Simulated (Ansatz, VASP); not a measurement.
One calculation of Cd, two programs

```
Cd
1.0
     3.18492    0.00000    0.00000
     0.00000    3.18492    0.00000
     0.00000    0.00000    3.18492
Cd
1
Direct
  0.00000 0.00000 0.00000
```

Alike in both runs: task single point; functional RPBE; k mesh 12 × 12 × 12; occupations fermi-dirac, width 0.1 eV; no spin polarisation.

```csv
,VASP,Ansatz
version,VASP 6.6.1,Ansatz 0.2.0
potentials or method,"VASP PAW PBE potentials, release 64 (Cd), cutoff 520 eV","plane waves (420 eV) with PAW, scalar-relativistic"
valence electrons in the cell,12,20
```

|  | VASP | Ansatz | Ansatz less VASP |
| --- | --- | --- | --- |
| pressure (GPa) | -1.5 | -1.6 | -0.09 |

VASP's potentials were made for PBE, not for RPBE. VASP's potentials hold 12 valence electrons a cell and Ansatz's 20, so a difference there can come from the potentials and not from the codes.
